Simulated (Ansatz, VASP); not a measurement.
TaSb in VASP and in Ansatz

```xyz
2
Lattice="0.0000 2.7937 2.7937 2.7937 0.0000 2.7937 2.7937 2.7937 0.0000" Properties=species:S:1:pos:R:3 pbc="T T T"
Ta    2.7937    2.7937    2.7937
Sb    0.0000    0.0000    0.0000
```

Alike in both runs: functional PBEsol; k mesh 6 × 6 × 6; occupations gaussian, width 0.1 eV; no spin polarisation.

Ansatz relaxed the structure, and its values are those at the end. VASP's run is a single point on that final structure, the one shown.

|  | VASP | Ansatz |
| --- | --- | --- |
| version | VASP 6.6.1 | Ansatz 0.2.0 |
| potentials or method | VASP PAW PBE potentials, release 64 (Ta_pv, Sb), cutoff 500 eV | scalar-relativistic, plane waves, PAW |
| valence electrons in the cell | 16 | 28 |

Ansatz gave:

```
gap on the k mesh at the Fermi level (eV) : none
pressure (GPa)                            : -0.2
```

Q: Which values does VASP return?

A: gap on the k mesh at the Fermi level (eV): none; pressure (GPa): 0.1.

VASP's potentials were made for PBE, not for PBEsol. A gap of «none» marks a metal or a gap that the smearing closes. VASP's potentials hold 16 valence electrons a cell and Ansatz's 28, so a difference there can come from the potentials and not from the codes.

Neither program's run includes spin-orbit coupling.
